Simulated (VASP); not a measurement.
# Cr (Pm-3m) in VASP: a series of runs

Cr is run at these levels: PBE; tasks: single point.

Program: VASP 6.6.1. These are calculated values, not measurements. Logs are shortened: lines on timing, memory, paths and dates and some standing lists are left out, and cuts for length are marked.

## Step 1: The cell of the first run

It takes space group Pm-3m (No. 221, cubic). The conventional cell has a = 2.371 Å, b = 2.371 Å, c = 2.371 Å, α = 90.00°, β = 90.00°, γ = 90.00°. Cr (site symmetry m-3m) has 6 Cr at 2.37 Å within 3.1 Å.

## Step 2: Single point, PBE, collinear spin, antiferromagnetic start (volume scaled by 1.04)

File INCAR:

```
  ALGO = Normal
  EDIFF = 1E-6
  ENCUT = 520
  GGA = PE
  ISIF = 2
  ISMEAR = -1
  ISPIN = 2
  LASPH = True
  LCHARG = False
  LMAXMIX = 4
  LORBIT = 11
  LREAL = False
  LWAVE = False
  MAGMOM = 0.191 -0.191
  NBANDS = 23
  NELM = 150
  PREC = Accurate
  SIGMA = 0.05
```

File KPOINTS:

```
k-points
0
Gamma
  13 13 13
```

File POSCAR:

```
Cr
1.0
    0.0000000000      2.3712751217      2.3712751217
    2.3712751217      0.0000000000      2.3712751217
    2.3712751217      2.3712751217      0.0000000000
Cr
2
Direct
    0.0000000000      0.0000000000      0.0000000000
    0.5000000000      0.5000000000      0.5000000000
```

Potentials or basis: VASP PAW PBE potentials, release 64 (Cr_pv).

Launch:

```
cat potpaw_PBE.64/Cr_pv/POTCAR > POTCAR
mpirun -np 1 vasp_std > vasp.out
```

OUTCAR:

```text
EDIFF = 1E-6
   ENCUT = 520
   GGA = PE
   ISIF = 2
   ISMEAR = -1
   ISPIN = 2
   LASPH = True
   LORBIT = 11
   LREAL = False
   NELM = 150
   PREC = Accurate

 ion  position               nearest neighbor table
   1  0.000  0.000  0.000-   2 2.37   2 2.37   2 2.37   2 2.37   2 2.37   2 2.37
   2  0.500  0.500  0.500-   1 2.37   1 2.37   1 2.37   1 2.37   1 2.37   1 2.37

  LATTYP: Found a face centered cubic cell.
 ALAT       =     4.7425502434

  Lattice vectors:

 A1 = (   0.0000000000,   2.3712751217,   2.3712751217)
 A2 = (   2.3712751217,   0.0000000000,   2.3712751217)
 A3 = (   2.3712751217,   2.3712751217,   0.0000000000)

Analysis of symmetry for initial positions (statically):
=====================================================================
 Subroutine PRICEL returns following result:

  LATTYP: Found a simple cubic cell.
 ALAT       =     2.3712751217

  Lattice vectors:

 A1 = (  -2.3712751217,   0.0000000000,   0.0000000000)
 A2 = (   0.0000000000,   0.0000000000,   2.3712751217)
 A3 = (   0.0000000000,   2.3712751217,   0.0000000000)

   2 primitive cells build up your supercell.

 Routine SETGRP: Setting up the symmetry group for a
 face centered cubic supercell.

 Subroutine GETGRP returns: Found 48 space group operations
 (whereof 48 operations were pure point group operations)
 out of a pool of 48 trial point group operations.

The static configuration has the point symmetry O_h .

Analysis of symmetry for dynamics (positions and initial velocities):
=====================================================================
 Subroutine PRICEL returns following result:

  LATTYP: Found a simple cubic cell.
 ALAT       =     2.3712751217

  Lattice vectors:

 A1 = (  -2.3712751217,   0.0000000000,   0.0000000000)
 A2 = (   0.0000000000,   0.0000000000,   2.3712751217)
 A3 = (   0.0000000000,   2.3712751217,   0.0000000000)

   2 primitive cells build up your supercell.

 Routine SETGRP: Setting up the symmetry group for a
 face centered cubic supercell.

 Subroutine GETGRP returns: Found 48 space group operations
 (whereof 48 operations were pure point group operations)
 out of a pool of 48 trial point group operations.

The dynamic configuration has the point symmetry O_h .

Analysis of structural, dynamic, and magnetic symmetry:
=====================================================================
 Subroutine PRICEL returns following result:

  LATTYP: Found a simple cubic cell.
 ALAT       =     2.3712751217

  Lattice vectors:

 A1 = (  -2.3712751217,   0.0000000000,   0.0000000000)
 A2 = (   0.0000000000,   0.0000000000,   2.3712751217)
 A3 = (   0.0000000000,   2.3712751217,   0.0000000000)

   2 primitive cells build up your supercell.

 Routine SETGRP: Setting up the symmetry group for a
 face centered cubic supercell.

 Subroutine GETGRP returns: Found 48 space group operations
 (whereof 48 operations were pure point group operations)
 out of a pool of 48 trial point group operations.

The overall configuration has the point symmetry O_h .

 Subroutine INISYM returns: Found 48 space group operations
 (whereof 48 operations are pure point group operations),
 and found     2 'primitive' translations

----------------------------------------------------------------------------------------

                                     Primitive cell

  volume of cell :      13.3336

  direct lattice vectors                    reciprocal lattice vectors
    -2.371275122  0.000000000  0.000000000    -0.421714035  0.000000000  0.000000000
     0.000000000  0.000000000  2.371275122     0.000000000  0.000000000  0.421714035
     0.000000000  2.371275122  0.000000000     0.000000000  0.421714035  0.000000000

  length of vectors
     2.371275122  2.371275122  2.371275122     0.421714035  0.421714035  0.421714035

  position of ions in fractional coordinates (direct lattice)
     0.000000000  0.000000000  0.000000000

  ion indices of the primitive-cell ions
   primitive index   ion index
                 1           1

----------------------------------------------------------------------------------------

 KPOINTS: k-points

Automatic generation of k-mesh.
 Grid dimensions read from file:
 generate k-points for:   13   13   13

 Generating k-lattice:

  Cartesian coordinates                     Fractional coordinates (reciprocal lattice)
    -0.016219771  0.016219771  0.016219771     0.076923077  0.000000000  0.000000000
     0.016219771 -0.016219771  0.016219771     0.000000000  0.076923077  0.000000000
     0.016219771  0.016219771 -0.016219771     0.000000000  0.000000000  0.076923077

  Length of vectors
     0.028093467  0.028093467  0.028093467

  Shift w.r.t. Gamma in fractional coordinates (k-lattice)
     0.000000000  0.000000000  0.000000000

 Subroutine IBZKPT returns following result:
 ===========================================

 Found     84 irreducible k-points:

 Following reciprocal coordinates:
            Coordinates               Weight
  0.000000  0.000000  0.000000      1.000000
  0.076923  0.000000  0.000000      8.000000
  0.153846  0.000000  0.000000      8.000000
  0.230769  0.000000  0.000000      8.000000
  0.307692  0.000000  0.000000      8.000000
  0.384615  0.000000  0.000000      8.000000
[... 16 lines left out ...]
  0.384615  0.153846  0.000000     24.000000
  0.461538  0.153846  0.000000     24.000000
 [... further k-points ...]
   k-points           NKPTS =     84   k-points in BZ     NKDIM =     84   number of bands    NBANDS=     23
   number of dos      NEDOS =    301   number of ions     NIONS =      2
   total plane-waves  NPLWV =  21952
   dimension x,y,z NGX =    28 NGY =   28 NGZ =   28
   dimension x,y,z NGXF=    56 NGYF=   56 NGZF=   56
   ions per type =               2
   NGX,Y,Z   is equivalent  to a cutoff of  13.88, 13.88, 13.88 a.u.
   NGXF,Y,Z  is equivalent  to a cutoff of  27.76, 27.76, 27.76 a.u.
 SYSTEM =  unknown system
   PREC   = accura    normal or accurate (medium, high low for compatibility)
   ISTART =      0    job   : 0-new  1-cont  2-samecut
   ICHARG =      2    charge: 1-file 2-atom 10-const
   ISPIN  =      2    spin polarized calculation?
   LNONCOLLINEAR =      F non collinear calculations
   LSORBIT =      F    spin-orbit coupling
   LASPH  =      T    aspherical Exc in radial PAW
   ENCUT  =  520.0 eV  38.22 Ry    6.18 a.u.   6.24  6.24  6.24*2*pi/ulx,y,z
   NELM   =    150;   NELMIN=  2; NELMDL= -5     # of ELM steps
   EDIFF  = 0.1E-05   stopping-criterion for ELM
   LREAL  =      F    real-space projection
[... 7 lines left out ...]
   TEBEG  =    0.0;   TEEND  =   0.0 temperature during run
   PSTRESS=    0.0 pullay stress
   NELECT =      24.0000    total number of electrons
   NUPDOWN=      -1.0000    fix difference up-down
   EMIN   =  10.00;   EMAX   =-10.00  energy-range for DOS
   EFERMI =   0.00;   METHOD = LEGACY
   ISMEAR =    -1;   SIGMA  =   0.05  broadening in eV -4-tet -1-fermi 0-gaus
   EFERMI_NEDOS =   21; number of points for ismear=-14 and -15
   IALGO  =     38    algorithm
   IMIX   =      4    mixing-type and parameters
     AMIX     =   0.40;   BMIX     =  1.00
     AMIX_MAG =   1.60;   BMIX_MAG =  1.00
  volume/ion in A,a.u.               =      13.33        89.98
  Fermi-wavevector in a.u.,A,eV,Ry     =   1.580593  2.986887 33.991071  2.498273
  Thomas-Fermi vector in A             =   2.680797
   LORBIT       =     11    0 simple, 1 ext, 2 COOP (PROOUT), +10 PAW based schemes
   GGA     = PE    functional components
   LHFCALC =     F    Hartree Fock is set to
   AEXX    =    0.0000 exact exchange contribution
   IVDW    =     0    specifies the selected vdW correction
   LEPSILON=     F    determine dielectric tensor
   LRPA    =     F    only Hartree local field effects (RPA)
 spin polarized calculation
  energy-cutoff  :      520.00
  volume of cell :       26.67
 maximum number of plane-waves:       730
 NGX is ok and might be reduce to    28
   NGX = 13   NGY = 13   NGZ = 13

 number of electron      23.9999997 magnetization       0.0000000

 number of electron      23.9999997 magnetization      -0.0000000

 Free energy of the ion-electron system (eV)
  ---------------------------------------------------
  ext. energy  EPLUGINS =         0.00000000
  ---------------------------------------------------
  free energy    TOTEN  =       -16.98331691 eV

  energy without entropy =      -16.95830487  energy(sigma->0) =      -16.97081089

 E-fermi :   9.1365     XC(G=0): -12.7319

 val. band max:        9.1267594595   @ k =  -0.4615   0.2308   0.0000
 cond. band min:       9.1438331305   @ k =  -0.3077   0.3846   0.1538
 fundamental gap:      0.0170736711
 Fermi energy:         9.1364748962

 spin component 1

 k-point     1 :       0.0000    0.0000    0.0000
  band No.  band energies     occupation
      1     -34.1026      1.00000
      2     -34.1026      1.00000
      3     -34.1026      1.00000
      4     -33.4419      1.00000
      5     -33.4419      1.00000
      6     -33.4419      1.00000
[... 15 lines left out ...]
     22      22.6232      0.00000
     23      22.6232      0.00000
[... 575 lines left out ...]
      1     -34.0406      1.00000
      2     -34.0218      1.00000
      3     -34.0179      1.00000
      4     -33.5942      1.00000
      5     -33.5718      1.00000
      6     -33.5545      1.00000
[... 15 lines left out ...]
     22      20.0709      0.00000
     23      22.8061      0.00000

 [... further k-points ...]

 spin component 2

 k-point     1 :       0.0000    0.0000    0.0000
  band No.  band energies     occupation
      1     -34.1026      1.00000
      2     -34.1026      1.00000
      3     -34.1026      1.00000
      4     -33.4419      1.00000
      5     -33.4419      1.00000
      6     -33.4419      1.00000
[... 15 lines left out ...]
     22      22.6232      0.00000
     23      22.6232      0.00000
[... 575 lines left out ...]
      1     -34.0406      1.00000
      2     -34.0218      1.00000
      3     -34.0179      1.00000
      4     -33.5942      1.00000
      5     -33.5718      1.00000
      6     -33.5545      1.00000
[... 15 lines left out ...]
     22      20.0709      0.00000
     23      22.8061      0.00000

 [... further k-points ...]
[... 5 lines left out ...]
  --------------------------------------------------------------------------------------
  -------------------------------------------------------------------------------------
  Total       -1.2021961     -1.2021961     -1.2021961      0.0000000     -0.0000000      0.0000000
  in kB      -72.2287469    -72.2287469    -72.2287469      0.0000000     -0.0000000      0.0000000
  external PRESSURE =     -72.2287469 kB  Pullay stress =       0.0000000 kB

 VOLUME and BASIS-vectors are now :
 -----------------------------------------------------------------------------
  energy-cutoff  :      520.00
  volume of cell :       26.67
      direct lattice vectors                 reciprocal lattice vectors
     0.000000000  2.371275122  2.371275122    -0.210857018  0.210857018  0.210857018
     2.371275122  0.000000000  2.371275122     0.210857018 -0.210857018  0.210857018
     2.371275122  2.371275122  0.000000000     0.210857018  0.210857018 -0.210857018

 POSITION                                       TOTAL-FORCE (eV/Angst)
 -----------------------------------------------------------------------------------
      0.00000      0.00000      0.00000        -0.000000     -0.000000      0.000000
      2.37128      2.37128      2.37128         0.000000      0.000000     -0.000000
 -----------------------------------------------------------------------------------
    total drift:                                0.000000      0.000000      0.000000

  FREE ENERGIE OF THE ION-ELECTRON SYSTEM (eV)
  ---------------------------------------------------
  free  energy   TOTEN  =       -16.9833169084 eV

  energy  without entropy=      -16.9583048733  energy(sigma->0) =      -16.97081089

 total charge

# of ion       s       p       d       tot
------------------------------------------
    1        0.431   6.280   4.296  11.006
    2        0.431   6.280   4.296  11.006
--------------------------------------------------
tot          0.862  12.560   8.591  22.013

 magnetization (x)

# of ion       s       p       d       tot
------------------------------------------
    1       -0.000  -0.000  -0.001  -0.001
    2        0.000   0.000   0.001   0.001
--------------------------------------------------
tot          0.000   0.000   0.000   0.000
```

It took 3.1 min on 1 thread of Intel Xeon 6975P-C, shared host; peak memory 0.22 GiB.

What came out:

| Quantity | Value |
| --- | --- |
| Free energy | -16.9833 eV |
| Pressure | -7.2 GPa |
| Band gap on the k mesh | zero (filled and empty bands overlap) |
| Net moment | 0.00 μB per cell |
| Valence electrons inside the program's atomic spheres | Cr 11.01 |

Levels at points of the mesh, in eV from the Fermi level:
Spin up:
```csv
k point,band 8,band 9,band 10,band 11,band 12,band 13,band 14,band 15,band 16,band 17
"(0.00, 0.00, 0.00)",-3.01,-3.01,-2.74,-2.74,-2.74,2.33,2.33,2.33,3.62,3.62
```
Spin down:
```tsv
k point	band 9	band 10	band 11	band 12	band 13	band 14	band 15	band 16
(0.00, 0.00, 0.00)	-3.01	-2.74	-2.74	-2.74	2.33	2.33	2.33	3.62
```

## Step 3: Single point, PBE, collinear spin, antiferromagnetic start (volume scaled by 1.08)

File INCAR:

```
SYSTEM = Cr
PREC = Accurate
ENCUT = 520
EDIFF = 1E-7
ISMEAR = -1
SIGMA = 0.05
LREAL = .False.
LASPH = .True.
NELM = 150
ALGO = Normal
ISIF = 2
LWAVE = .False.
LCHARG = .False.
ISPIN = 2
MAGMOM = 0.191 -0.191
LORBIT = 11
LMAXMIX = 4
GGA = PE
NBANDS = 23
```

File KPOINTS:

```
Automatic mesh
0
Gamma
  13 13 13
  0 0 0
```

File POSCAR:

```
Cr
1.0
    0.0000000000      2.4012944493      2.4012944493
    2.4012944493      0.0000000000      2.4012944493
    2.4012944493      2.4012944493      0.0000000000
Cr
2
Direct
    0.0000000000      0.0000000000      0.0000000000
    0.5000000000      0.5000000000      0.5000000000
```

Potentials or basis: VASP PAW PBE potentials, release 64 (Cr_pv).

Launch:

```
cat potpaw_PBE.64/Cr_pv/POTCAR > POTCAR
mpirun -np 1 vasp_std > vasp.out
```

OUTCAR:

```text
SYSTEM = Cr
   PREC = Accurate
   ENCUT = 520
   EDIFF = 1E-7
   ISMEAR = -1
   LREAL = .False.
   LASPH = .True.
   NELM = 150
   ISIF = 2
   ISPIN = 2
   LORBIT = 11
   GGA = PE

 ion  position               nearest neighbor table
   1  0.000  0.000  0.000-   2 2.40   2 2.40   2 2.40   2 2.40   2 2.40   2 2.40
   2  0.500  0.500  0.500-   1 2.40   1 2.40   1 2.40   1 2.40   1 2.40   1 2.40

  LATTYP: Found a face centered cubic cell.
 ALAT       =     4.8025888986

  Lattice vectors:

 A1 = (   0.0000000000,   2.4012944493,   2.4012944493)
 A2 = (   2.4012944493,   0.0000000000,   2.4012944493)
 A3 = (   2.4012944493,   2.4012944493,   0.0000000000)

Analysis of symmetry for initial positions (statically):
=====================================================================
 Subroutine PRICEL returns following result:

  LATTYP: Found a simple cubic cell.
 ALAT       =     2.4012944493
[... 12 lines left out ...]
 Subroutine GETGRP returns: Found 48 space group operations
 (whereof 48 operations were pure point group operations)
 out of a pool of 48 trial point group operations.

[... 833 lines left out ...]
 k-point     1 :       0.0000    0.0000    0.0000
  band No.  band energies     occupation
      1     -34.5502      1.00000
      2     -34.5502      1.00000
      3     -34.5502      1.00000
      4     -33.9568      1.00000
      5     -33.9568      1.00000
      6     -33.9568      1.00000
[... 613 lines left out ...]
     22      19.2383      0.00000
     23      21.9552      0.00000

 [... further k-points ...]
[... 5 lines left out ...]
  --------------------------------------------------------------------------------------
  -------------------------------------------------------------------------------------
  Total       -2.2060533     -2.2060533     -2.2060533      0.0000000      0.0000000     -0.0000000
  in kB     -127.6322258   -127.6322258   -127.6322258      0.0000000      0.0000000     -0.0000000
  external PRESSURE =    -127.6322258 kB  Pullay stress =       0.0000000 kB

 VOLUME and BASIS-vectors are now :
 -----------------------------------------------------------------------------
  energy-cutoff  :      520.00
  volume of cell :       27.69
      direct lattice vectors                 reciprocal lattice vectors
     0.000000000  2.401294449  2.401294449    -0.208221029  0.208221029  0.208221029
     2.401294449  0.000000000  2.401294449     0.208221029 -0.208221029  0.208221029
     2.401294449  2.401294449  0.000000000     0.208221029  0.208221029 -0.208221029

 POSITION                                       TOTAL-FORCE (eV/Angst)
 -----------------------------------------------------------------------------------
      0.00000      0.00000      0.00000        -0.000000     -0.000000      0.000000
      2.40129      2.40129      2.40129         0.000000      0.000000     -0.000000
 -----------------------------------------------------------------------------------
    total drift:                                0.000000      0.000000      0.000000

  FREE ENERGIE OF THE ION-ELECTRON SYSTEM (eV)
  ---------------------------------------------------
  free  energy   TOTEN  =       -16.9191611325 eV

  energy  without entropy=      -16.8932844643  energy(sigma->0) =      -16.90622280

 total charge

# of ion       s       p       d       tot
------------------------------------------
    1        0.421   6.264   4.255  10.940
    2        0.421   6.264   4.255  10.940
--------------------------------------------------
tot          0.843  12.528   8.510  21.881

 magnetization (x)

# of ion       s       p       d       tot
------------------------------------------
    1       -0.000   0.000  -0.000  -0.000
    2        0.000  -0.000   0.000   0.000
--------------------------------------------------
tot          0.000   0.000   0.000   0.000
```

OSZICAR:

```text
N       E                     dE             d eps       ncg     rms          rms(c)
DAV:   1     0.247608163636E+03    0.24761E+03   -0.13397E+04  7743   0.124E+03
DAV:   2    -0.112920159352E+02   -0.25890E+03   -0.24952E+03  7931   0.372E+02
DAV:   3    -0.191865713985E+02   -0.78946E+01   -0.78246E+01  9345   0.780E+01
[... 12 lines left out ...]
DAV:  16    -0.169191626411E+02   -0.27648E-05   -0.79756E-03  8288   0.650E-01    0.912E-03
DAV:  17    -0.169191650499E+02   -0.24089E-05   -0.60708E-05  7882   0.511E-02    0.154E-02
DAV:  18    -0.169191612277E+02    0.38222E-05   -0.30040E-04  9089   0.117E-01    0.391E-03
DAV:  19    -0.169191610825E+02    0.14514E-06   -0.19963E-05  8748   0.275E-02    0.292E-03
DAV:  20    -0.169191611162E+02   -0.33639E-07   -0.35411E-06  9156   0.122E-02    0.335E-04
DAV:  21    -0.169191611325E+02   -0.16299E-07   -0.18859E-07  4369   0.370E-03
   1 F= -.16919161E+02 E0= -.16906223E+02  d E =-.258767E-01  mag=    -0.0000
```

stdout:

```text
POSCAR found type information on POSCAR Cr
 POSCAR found :  1 types and       2 ions
 scaLAPACK will be used
 LDA part: xc-table for (Slater+PW92), standard interpolation
 POSCAR, INCAR and KPOINTS ok, starting setup
 FFT: planning ... GRIDC
 FFT: planning ... GRID_SOFT
 FFT: planning ... GRID
 WAVECAR not read
 entering main loop
```

Wall time 3.6 min (1 thread of Intel Xeon 6975P-C, shared host); peak memory 0.22 GiB.

Results:

```
Free energy                                           : -16.9192 eV
Pressure                                              : -12.8 GPa
Band gap on the k mesh                                : zero (filled and empty bands overlap)
Net moment                                            : 0.00 μB per cell
Valence electrons inside the program's atomic spheres : Cr 10.94
```

Levels at points of the mesh, in eV from the Fermi level:
Spin up:
```
           k point  band 10  band 11  band 12  band 13  band 14  band 15
(0.00, 0.00, 0.00)    -2.59    -2.59    -2.59     2.21     2.21     2.21
```
Spin down:
| k point | band 9 | band 10 | band 11 | band 12 | band 13 | band 14 | band 15 | band 16 |
| --- | --- | --- | --- | --- | --- | --- | --- | --- |
| (0.00, 0.00, 0.00) | -2.87 | -2.59 | -2.59 | -2.59 | 2.21 | 2.21 | 2.21 | 3.43 |

(Part 1 of 2 ends here.)
